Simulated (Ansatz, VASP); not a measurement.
# InP: VASP beside Ansatz

```
In P
1.0
     0.00000    2.99787    3.04218
     2.99787    0.00000    3.04218
     2.99787    2.99787    0.00000
In P
1 1
Cartesian
  0.0000 0.0000 0.0000
  4.4968 4.4968 4.5633
```

Change from the starting cell: strain +0.015 along x and y, +0.030 along z, atoms carried along.

Alike in both runs: task single point; functional r2SCAN; k mesh 8 × 8 × 8; occupations gaussian, width 0.05 eV; no spin polarisation.

```csv
,VASP,Ansatz
version,VASP 6.6.1,Ansatz 0.2.0
potentials or method,"VASP PAW PBE potentials, release 64 (In_d, P), cutoff 520 eV","scalar-relativistic, plane waves, PAW"
valence electrons in the cell,18,18
```

|  | VASP | Ansatz | Ansatz less VASP |
| --- | --- | --- | --- |
| gap on the k mesh at the Fermi level (eV) | 0.66 | 0.66 | -0.002 |
| least direct gap on the mesh (eV) | 0.66 | 0.66 | -0.002 |
| pressure (GPa) | -3.6 | -3.6 | +0.08 |
| traceless stress, the component that is largest in VASP (GPa) | -0.46 | -0.46 | +0.002 |

VASP's potentials were made for PBE, not for r2SCAN. The functional is the same, so the differences come from potentials, cutoffs and numerics.
